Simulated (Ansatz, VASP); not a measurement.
Given: the input of a run of VASP 6.6.1 on Ge.

The input INCAR:

```
ALGO = Normal
EDIFF = 1E-7
ENCUT = 520
GGA = PE
ISIF = 2
ISMEAR = 0
LASPH = T
LCHARG = T
LELF = T
LREAL = F
LVHAR = T
LWAVE = F
NBANDS = 21
NELM = 80
PREC = Accurate
SIGMA = 0.1
```

Contents of KPOINTS:

```
k-points
0
Gamma
  11 11 11
```

Contents of POSCAR:

```
Ge
1.0
   -2.4958980000      2.6508630000      1.4369470000
    2.4958980000     -2.6508630000      1.4369470000
    2.4958980000      2.6508630000     -1.4369470000
Ge
2
Direct
    0.3140570000      0.0640570000      0.2500000000
    0.6859430000      0.9359430000      0.7500000000
```

Potentials or basis: VASP PAW PBE potentials, release 64 (Ge_d).

Command:

```console
$ cat potpaw_PBE.64/Ge_d/POTCAR > POTCAR
$ mpirun -np 1 vasp_std > vasp.out
```

Problem. Set up the same calculation for Ansatz 0.2.0. Potentials there: all-electron LAPW, scalar-relativistic.

Solution. As run (the cutoff follows the program's own potentials):

Contents of input.yaml:

```yaml
crystal:
  lattice:
    - [-2.495898, 2.650863, 1.436947]
    - [2.495898, -2.650863, 1.436947]
    - [2.495898, 2.650863, -1.436947]
  atoms:
    - { symbol: Ge, position: [0.314057, 0.064057, 0.25] }
    - { symbol: Ge, position: [0.685943, 0.935943, 0.75] }
kpoints:
  mp_grid: { grid: [11, 11, 11] }
scf:
  occupations: { method: gaussian, width: 0.1 }
hamiltonian:
  xc: pbe
  pseudopotentials: { kind: all_electron, lapw: { basis_error: 0.001 } }
output:
  forces: true
  stress: true
  eigenvalues: true
```

Potentials or basis: all-electron LAPW, scalar-relativistic.

Command:

```bash
$ ansatz run input.yaml --threads 1 --pin off --max-ram 3072MiB --backend cpu --events-out ev --progress --plain --runs-dir out
```

Both were run:

|  | VASP | Ansatz | Ansatz less VASP |
| --- | --- | --- | --- |
| gap on the k mesh at the Fermi level (eV) | none | none | - |
| pressure (GPa) | 1.2 | 1.2 | +0.01 |
| traceless stress, the component that is largest in VASP (GPa) | 1.25 | 1.24 | -0.002 |
| rms of the force components (eV/Å) | 0.034 | 0.034 | +0.0004 |

Atom by atom the forces differ by 0.000 eV/Å (rms over components). A gap of «none» marks a metal or a gap that the smearing closes. Ansatz ran all-electron here, and VASP with PAW potentials.
